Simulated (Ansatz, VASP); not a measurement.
**Two plane-wave programs on Mg3H**

```xyz
8
Lattice="5.6074 0.0000 0.0000 -2.8037 4.8561 0.0000 0.0000 0.0000 5.0888" Properties=species:S:1:pos:R:3 pbc="T T T"
Mg    0.9416    1.6309    1.2722
Mg   -0.9416    1.6309    3.8166
Mg    3.7242    0.0000    1.2722
Mg    1.8621    3.2252    3.8166
Mg   -1.8621    3.2252    1.2722
Mg    1.8832    0.0000    3.8166
H     0.0000    0.0000    0.0000
H     0.0000    0.0000    2.5444
```

Alike in both runs: functional PBE; k mesh 12 × 12 × 8; occupations gaussian, width 0.1 eV; no spin polarisation.

Ansatz relaxed the structure, and its values are those at the end. VASP's run is a single point on that final structure, the one shown.

|  | VASP | Ansatz |
| --- | --- | --- |
| version | VASP 6.6.1 | Ansatz 0.2.0 |
| potentials or method | VASP PAW PBE potentials, release 64 (Mg, H), cutoff 520 eV | scalar-relativistic, plane waves, PAW |
| valence electrons in the cell | 14 | 62 |

|  | VASP | Ansatz | Ansatz less VASP |
| --- | --- | --- | --- |
| gap on the k mesh at the Fermi level (eV) | none | none | - |
| pressure (GPa) | -0.2 | 0.0 | +0.17 |

A gap of «none» marks a metal or a gap that the smearing closes. VASP's potentials hold 14 valence electrons a cell and Ansatz's 62, so a difference there can come from the potentials and not from the codes.
